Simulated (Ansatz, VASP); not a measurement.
One calculation of Ni, two programs

Contents of INCAR:

```
PREC = Accurate
ENCUT = 690
EDIFF = 1E-6
ISMEAR = -1
SIGMA = 0.05
LREAL = F
LASPH = T
NELM = 200
ALGO = Normal
ISIF = 2
LWAVE = F
LCHARG = F
ISPIN = 2
MAGMOM = 1
LORBIT = 11
LMAXMIX = 4
GGA = CA
NBANDS = 19
GGA_COMPAT = F
```

KPOINTS

```
Automatic mesh
0
Gamma
  17 17 17
```

The input POSCAR:

```
Ni
1.0
   -1.3906335750      1.3906335750      1.3837150000
    1.3906335750     -1.3906335750      1.3837150000
    1.3767964250      1.3767964250     -1.3837150000
Ni
1
Direct
    0.0000000000      0.0000000000      0.0000000000
```

Input for Ansatz:

```yaml
crystal:
  lattice:
    - [-1.390633575, 1.390633575, 1.383715]
    - [1.390633575, -1.390633575, 1.383715]
    - [1.376796425, 1.376796425, -1.383715]
  atoms:
    - { symbol: Ni, position: [0.0, 0.0, 0.0], spin: 1.0 }
basis:
  ecutwfc: 470.0
kpoints:
  mp_grid:
    grid: [17, 17, 17]
hamiltonian:
  xc: lda
  pseudopotentials:
    kind: paw
magnetization:
  spin_polarized: true
scf:
  convergence:
    dr2_threshold: 1.0e-09
  occupations:
    method: fermi_dirac
    width: 0.05
output:
  stress: true
```

Alike in both runs: task single point; functional LDA; k mesh 17 × 17 × 17; occupations fermi-dirac, width 0.05 eV; collinear spin.

```csv
,VASP,Ansatz
version,VASP 6.6.1,Ansatz 0.2.0
potentials or method,"VASP PAW LDA potentials, release 64 (Ni_sv_GW), cutoff 690 eV","plane waves, PAW"
valence electrons in the cell,18,18
```

|  | VASP | Ansatz | Ansatz less VASP |
| --- | --- | --- | --- |
| pressure (GPa) | -11.4 | -10.7 | +0.71 |
| traceless stress, the component that is largest in VASP (GPa) | 1.51 | 1.51 | +0.002 |
| net moment per atom (μB) | 0.41 | 0.47 | +0.057 |
| size of the moment on the site where the two differ most (μB) | 0.43 | 0.49 | +0.061 |

LDA's correlation is that of Perdew and Zunger in VASP and of Perdew and Wang (1992) in Ansatz. Site moments also hang on the region over which each program counts them. Ansatz's warnings: stress scf threshold loose.
